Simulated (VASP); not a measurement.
The system is AlN.

```
Al N
1.0
     0.00000    2.18399    2.18399
     2.18399    0.00000    2.18399
     2.18399    2.18399    0.00000
Al N
1 1
Direct
  0.00000 0.00000 0.00000
  0.75000 0.75000 0.75000
```

* Program: VASP 6.6.1
* Task: relaxation of cell and atoms
* Functional: PBE
* Potentials or basis: VASP PAW PBE potentials, release 64 (Al, N)
* Cutoff: 600 eV
* k mesh: 8 × 8 × 8
* Occupations: gaussian, width 0.01 eV
* Spin: no spin polarisation

At the start: pressure 4.5 GPa; volume 10.42 Å³/atom.

Q: How do energy, volume and symmetry change on relaxing?

A: Over 3 steps the energy falls by 3.2 meV/atom and the volume is 10.65 Å³/atom (+2.2 %); space group F-43m (No. 216, to 0.05 Å).

Step by step:
```tsv
step	energy change (eV)	largest force (eV/Å)	pressure (GPa)	volume (Å³)
1	0.0000	0.0000	4.47	20.83
2	-0.0014	0.0000	-3.68	21.72
3	-0.0064	0.0000	0.00	21.30
```

Final structure:
```
Al N
1.0
     0.00000    2.20019    2.20019
     2.20019    0.00000    2.20019
     2.20019    2.20019    0.00000
Al N
1 1
Cartesian
  0.0000 0.0000 0.0000
  3.3003 3.3003 3.3003
```
